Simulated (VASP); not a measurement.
BaAu3:

```
CELL_PARAMETERS angstrom
4.65667 0.00000 0.00000
0.00000 4.65667 0.00000
0.00000 0.00000 4.65667
ATOMIC_POSITIONS crystal
Ba 0.00000 0.00000 0.00000
Au 0.00000 0.50000 0.50000
Au 0.50000 0.50000 0.00000
Au 0.50000 0.00000 0.50000
```

Base run:

| Quantity | Value |
| --- | --- |
| Program | VASP 6.6.1 |
| Functional | PBE |
| Potentials or basis | VASP PAW PBE potentials, release 64 (Ba_sv, Au) |
| Cutoff | 520 eV |
| k mesh | 8 × 8 × 8 |
| Occupations | gaussian, width 0.05 eV |
| Spin | no spin polarisation |

Its results: pressure 0.6 GPa.

Problem. The run is repeated on the same cell with these changes: functional from PBE to r2SCAN. What comes out?

Solution. Pressure -0.4 GPa.

Caveats: the PAW data sets were made with another functional, which shifts forces and pressure a little (some runs).
